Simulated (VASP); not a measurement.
**NbSnTe4: single point with PBE**

Crystal: NbSnTe4.

```
Nb Sn Te
1.0
     3.52095    0.00000    0.00000
     0.00000    3.52095    0.00000
     0.00000    0.00000   13.26802
Nb Sn Te
1 1 4
Direct
  0.00000 0.00000 0.00000
  0.00000 0.00000 0.50000
  0.50000 0.50000 0.36453
  0.50000 0.50000 0.86434
  0.50000 0.50000 0.13566
  0.50000 0.50000 0.63547
```

The cell was built from a structure type or drawn by symmetry, and may not be a known phase.

* Program: VASP 6.6.1
* Task: single point
* Functional: PBE
* Potentials or basis: VASP PAW PBE potentials, release 64 (Nb_sv, Sn_d, Te)
* Cutoff: 520 eV
* k mesh: 6 × 6 × 2
* Occupations: gaussian, width 0.1 eV
* Spin: no spin polarisation

```json
{
  "Pressure": "3.4 GPa",
  "Largest force": "2.160 eV/Å",
  "Band gap on the k mesh": "zero (an odd number of electrons rules out a gap without spin polarisation)"
}
```

Forces in eV/Å, atoms in the order of the input:
```
Nb   0.000  0.000  0.000
Sn   0.000  0.000  0.000
Te   0.000  0.000 -0.581
Te   0.000  0.000  2.160
Te   0.000  0.000 -2.160
Te   0.000  0.000  0.581
```

Stress tensor (GPa, compression positive):
```
3.94 0.00 0.00
0.00 3.94 0.00
0.00 0.00 2.45
```

Levels at points of the mesh, in eV from the Fermi level:
```csv
k point,band 22,band 23,band 24,band 25,band 26,band 27,band 28,band 29
"(0.00, 0.00, 0.00)",-0.68,-0.12,-0.12,0.15,0.18,0.18,0.61,1.15
"(0.50, 0.00, 0.00)",-1.46,-0.96,0.23,0.48,0.53,0.63,1.46,2.00
"(0.50, 0.50, 0.00)",-3.58,-3.58,-2.04,-1.60,-0.39,-0.39,0.81,0.81
"(0.00, 0.00, 0.50)",-1.17,-0.41,-0.41,0.44,0.44,0.53,0.59,1.15
"(0.50, 0.00, 0.50)",-1.46,-1.22,0.02,0.33,0.53,0.92,1.27,1.76
"(0.50, 0.50, 0.50)",-3.44,-3.44,-3.37,-0.53,-0.24,0.13,0.57,0.57
```

It took 80 s on 1 thread of Intel(R) Xeon(R) Platinum 8559C (Emerald Rapids), on a shared host, peak memory 0.32 GiB.

Caveat: the cell stands under pressure; spin-orbit coupling is left out, which moves the levels of the heavy elements; forces of over 1 eV/Å act on the atoms, so gaps and moduli don't describe the material at rest.
